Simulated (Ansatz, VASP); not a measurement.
## Au: VASP beside Ansatz

The input INCAR:

```
ALGO = Fast
EDIFF = 1E-6
ENCUT = 520
GGA = PE
ISIF = 2
ISMEAR = 0
LASPH = T
LCHARG = F
LREAL = F
LWAVE = F
NBANDS = 12
NELM = 100
PREC = Accurate
SIGMA = 0.05
```

File KPOINTS:

```
k-points
0
Gamma
  11 11 11
```

File POSCAR:

```
Au
1.0
    0.0000000000      2.0350000000      2.0350000000
    2.0350000000      0.0000000000      2.0350000000
    2.0350000000      2.0350000000      0.0000000000
Au
1
Direct
    0.0000000000      0.0000000000      0.0000000000
```

Contents of input.yaml:

```yaml
crystal:
  lattice:
    - [0.0, 2.035, 2.035]
    - [2.035, 0.0, 2.035]
    - [2.035, 2.035, 0.0]
  atoms:
    - { symbol: Au, position: [0.0, 0.0, 0.0] }
hamiltonian:
  xc: pbe
  pseudopotentials: { kind: paw }
kpoints:
  mp_grid: { grid: [11, 11, 11] }
scf:
  occupations: { method: gaussian, width: 0.05 }
output:
  forces: true
  stress: true
  eigenvalues: true
```

Alike in both runs: task single point; functional PBE; k mesh 11 × 11 × 11; occupations gaussian, width 0.05 eV; no spin polarisation.

|  | VASP | Ansatz |
| --- | --- | --- |
| version | VASP 6.6.1 | Ansatz 0.2.0 |
| potentials or method | VASP PAW PBE potentials, release 64 (Au) | Ansatz PAW |
| plane-wave cutoff (eV) | 520 | 420 |
| valence electrons in the cell | 11 | 19 |

Ansatz gave:

| Item | Value |
| --- | --- |
| gap on the k mesh at the Fermi level (eV) | none |
| pressure (GPa) | 10.8 |

Question: Estimate VASP's values.

Answer: gap on the k mesh at the Fermi level (eV): none; pressure (GPa): 10.6.

A gap of «none» marks a metal or a gap that the smearing closes. VASP's potentials hold 11 valence electrons a cell and Ansatz's 19, so a difference there can come from the potentials and not from the codes.

Spin-orbit coupling is off throughout.
